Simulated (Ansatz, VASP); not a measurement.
CuO: VASP beside Ansatz

```xyz
8
Lattice="-2.2557 -0.0006 -2.2605 -2.2594 -4.5316 2.2633 -2.2582 4.5313 2.2641" Properties=species:S:1:pos:R:3 pbc="T T T"
Cu   -4.5166   -2.2655    2.2647
Cu   -2.2588    0.0005    2.2631
Cu   -4.5153   -4.5319    0.0026
Cu   -4.5160    2.2654    2.2655
O    -3.3867   -1.1337    1.1335
O    -1.1290    1.1325    1.1320
O    -3.3878    1.1319    3.3960
O    -3.3861    3.3975    1.1342
```

Change from the starting cell: zinc blende type (F-43m, No. 216); cell x4, atoms moved at random (sigma 0.05 Å) and cell strained at random (1.5 %), then relaxed without symmetry.

Alike in both runs: functional PBE; k mesh 8 × 6 × 6; occupations gaussian, width 0.1 eV; no spin polarisation.

Ansatz relaxed the structure, and its values are those at the end. VASP's run is a single point on that final structure, the one shown.

|  | VASP | Ansatz |
| --- | --- | --- |
| version | VASP 6.6.1 | Ansatz 0.2.0 |
| potentials or method | VASP PAW PBE potentials, release 64 (Cu, O), cutoff 520 eV | scalar-relativistic, plane waves, PAW |
| valence electrons in the cell | 68 | 100 |

Ansatz gave:

```
gap on the k mesh at the Fermi level (eV) : none
pressure (GPa)                            : 0.0
```

**Question.** What did VASP give for the same quantities?

**Answer.** gap on the k mesh at the Fermi level (eV): none; pressure (GPa): 0.6.

A gap of «none» marks a metal or a gap that the smearing closes. With one functional, cell and mesh, what is left measures potentials, basis and numerics. VASP's potentials hold 68 valence electrons a cell and Ansatz's 100, so a difference there can come from the potentials and not from the codes.
